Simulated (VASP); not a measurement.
KTaO3, 40 atoms in the cell. The typed cell holds 40 atoms: a = 8.121 Å, b = 8.121 Å, c = 8.121 Å, α = 90.00°, β = 90.00°, γ = 90.00°. 

| Item | Value |
| --- | --- |
| Program | VASP 6.6.1 |
| Task | single point |
| Functional | r2SCAN |
| Potentials or basis | VASP PAW PBE potentials, release 64 (K_sv, Ta_pv, O) |
| Cutoff | 520 eV |
| k mesh | 1 × 1 × 1 |
| Occupations | fermi-dirac, width 0.05 eV |
| Spin | no spin polarisation |
| Dipole correction | no |
| Further INCAR settings | LREAL = Auto; ALGO = Normal; EDIFF = 1e-06; NBANDS = 178 |

Potentials or basis: VASP PAW PBE potentials, release 64 (K_sv, Ta_pv, O).

The run is started by

```console
$ cat potpaw_PBE.64/K_sv/POTCAR potpaw_PBE.64/Ta_pv/POTCAR potpaw_PBE.64/O/POTCAR > POTCAR
$ cp INCAR.step1 INCAR
$ mpirun -np 1 vasp_gam > vasp.out
$ cp INCAR.step2 INCAR
$ mpirun -np 1 vasp_gam > vasp.out
```

Hardware: 1 thread of Intel(R) Xeon(R) Platinum 8488C (Sapphire Rapids), with other jobs on the host.

Question: How long does it take, and how much memory?

Answer: Run time: 8.4 min on 1 thread of Intel(R) Xeon(R) Platinum 8488C (Sapphire Rapids), with other jobs on the host, peak memory 0.55 GiB. Counts: k points 1.
